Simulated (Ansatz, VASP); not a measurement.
# Two plane-wave programs on BaZrO3

The input POSCAR:

```
BaZrO3
1.0
    4.2053551733      0.0000000000      0.0000000000
    0.0000000000      4.2053551733      0.0000000000
    0.0000000000      0.0000000000      4.2053551733
Ba Zr O
1 1 3
Direct
    0.0000000000      0.0000000000      0.0000000000
    0.5000000000      0.5000000000      0.5000000000
    0.5000000000      0.5000000000      0.0000000000
    0.5000000000      0.0000000000      0.5000000000
    0.0000000000      0.5000000000      0.5000000000
```

Contents of INCAR.step1:

```
SYSTEM = BaZrO3
PREC = Accurate
ENCUT = 520
ISMEAR = 0
SIGMA = 0.01
LREAL = .FALSE.
LASPH = .TRUE.
NELM = 80
NBANDS = 28
GGA = PE
ALGO = Normal
EDIFF = 1E-4
LWAVE = .TRUE.
LCHARG = .FALSE.
```

File INCAR.step2:

```
SYSTEM = BaZrO3
PREC = Accurate
ENCUT = 520
EDIFF = 1E-6
ISMEAR = 0
SIGMA = 0.01
LREAL = .FALSE.
LASPH = .TRUE.
NELM = 80
ALGO = Normal
ISIF = 2
LWAVE = .FALSE.
LCHARG = .TRUE.
METAGGA = R2SCAN
LMIXTAU = .TRUE.
LELF = .TRUE.
LVHAR = .TRUE.
NBANDS = 28
ISTART = 1
```

Contents of KPOINTS:

```
regular mesh
0
G
  6 6 6
  0 0 0
```

Input for Ansatz:

```yaml
crystal:
  lattice:
    - [4.2053551733, 0.0, 0.0]
    - [0.0, 4.2053551733, 0.0]
    - [0.0, 0.0, 4.2053551733]
  atoms:
    - { symbol: Ba, position: [0.0, 0.0, 0.0] }
    - { symbol: Zr, position: [0.5, 0.5, 0.5] }
    - { symbol: O, position: [0.5, 0.5, 0.0] }
    - { symbol: O, position: [0.5, 0.0, 0.5] }
    - { symbol: O, position: [0.0, 0.5, 0.5] }
kpoints:
  mp_grid: { grid: [6, 6, 6] }
  band_path:
    path: [[0.0, 0.0, 0.0], [0.0, 0.5, 0.0], [0.5, 0.5, 0.0], [0.5, 0.5, 0.5]]
    npoints: 1
hamiltonian:
  xc: r2scan
scf:
  occupations: { method: fixed }
  n_extra_bands: 5
output:
  forces: true
  stress: true
  eigenvalues: true
```

Alike in both runs: task single point; functional r2SCAN; k mesh 6 × 6 × 6; no spin polarisation.

|  | VASP | Ansatz |
| --- | --- | --- |
| version | VASP 6.6.1 | Ansatz 0.2.0 |
| potentials or method | VASP PAW PBE potentials, release 64 (Ba_sv, Zr_sv, O) | plane waves, PAW |
| plane-wave cutoff (eV) | 520 | 500 |
| occupations | gaussian, width 0.01 eV | fixed |
| valence electrons in the cell | 40 | 40 |

|  | VASP | Ansatz | Ansatz less VASP |
| --- | --- | --- | --- |
| gap on the k mesh at the Fermi level (eV) | 3.68 | 3.73 | +0.053 |
| pressure (GPa) | 1.0 | 0.0 | -1.03 |

VASP's potentials were made for PBE, not for r2SCAN.

Spin-orbit coupling is off throughout.
